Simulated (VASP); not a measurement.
Here is a VASP 6.6.1 calculation.

The input INCAR:

```
SYSTEM = BiTe
  PREC = Accurate
  ENCUT = 520
  EDIFF = 1E-7
  ISMEAR = 0
  SIGMA = 0.15
  LREAL = .False.
  LASPH = .True.
  NELM = 100
  ALGO = Normal
  ISIF = 2
  LWAVE = .False.
  LCHARG = .False.
  GGA = PE
  NBANDS = 18
```

File KPOINTS:

```
Automatic mesh
0
Gamma
  14 14 14
  0 0 0
```

The input POSCAR:

```
BiTe
1.0
    0.0000000000      3.2188250000      3.2188250000
    3.2350000000     -0.0161750000      3.2350000000
    3.2350000000      3.2350000000     -0.0161750000
Bi Te
1 1
Direct
    0.0000000000      0.0000000000      0.0000000000
    0.5000000000      0.5000000000      0.5000000000
```

Potentials or basis: VASP PAW PBE potentials, release 64 (Bi_d, Te).

Command:

```bash
$ cat potpaw_PBE.64/Bi_d/POTCAR potpaw_PBE.64/Te/POTCAR > POTCAR
$ mpirun -np 1 vasp_std > vasp.out
```

(1) Estimate the band gap on the k mesh.

(2) Predict the pressure.

## Answers

(1) zero (an odd number of electrons rules out a gap without spin polarisation).

(2) 0.7 GPa.

Caveat: the cell differs from its parent crystal (strain -0.0100 x Voigt [0, 0, 0, 1, 0, 0]); spin-orbit coupling is left out, which moves the levels of the heavy elements.
